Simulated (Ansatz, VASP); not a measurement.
Rh in VASP and in Ansatz

INCAR

```
PREC = Accurate
ENCUT = 520
EDIFF = 1E-6
ISMEAR = 0
SIGMA = 0.15
LREAL = False
LASPH = True
NELM = 60
ALGO = Fast
ISIF = 2
LWAVE = False
LCHARG = False
GGA = PE
NBANDS = 14
```

The input KPOINTS:

```
Automatic mesh
0
Gamma
  24 24 24
```

POSCAR

```
Rh
1.0
    0.0988473943      1.9522360377      1.9522360377
    1.9522360377      0.0988473943      1.9522360377
    1.9522360377      1.9522360377      0.0988473943
Rh
1
Direct
    0.0000000000      0.0000000000      0.0000000000
```

Input for Ansatz:

```yaml
crystal:
  lattice:
    - [0.0988473943, 1.9522360377, 1.9522360377]
    - [1.9522360377, 0.0988473943, 1.9522360377]
    - [1.9522360377, 1.9522360377, 0.0988473943]
  atoms:
    - { symbol: Rh, position: [0.0, 0.0, 0.0] }
basis:
  ecutwfc: 420
kpoints:
  mp_grid: { grid: [24, 24, 24] }
hamiltonian:
  xc: pbe
scf:
  occupations: { method: gaussian, width: 0.15 }
output:
  forces: true
  stress: true
  eigenvalues: true
```

Alike in both runs: task single point; functional PBE; k mesh 24 × 24 × 24; occupations gaussian, width 0.15 eV; no spin polarisation.

|  | VASP | Ansatz |
| --- | --- | --- |
| version | VASP 6.6.1 | Ansatz 0.2.0 |
| potentials or method | VASP PAW PBE potentials, release 64 (Rh_pv), cutoff 520 eV | scalar-relativistic, plane waves, PAW |
| valence electrons in the cell | 15 | 17 |

|  | VASP | Ansatz | Ansatz less VASP |
| --- | --- | --- | --- |
| gap on the k mesh at the Fermi level (eV) | none | none | - |
| pressure (GPa) | 8.1 | 8.1 | +0.08 |
| traceless stress, the component that is largest in VASP (GPa) | -10.08 | -10.08 | +0.004 |

A gap of «none» marks a metal or a gap that the smearing closes. VASP's potentials hold 15 valence electrons a cell and Ansatz's 17, so a difference there can come from the potentials and not from the codes.
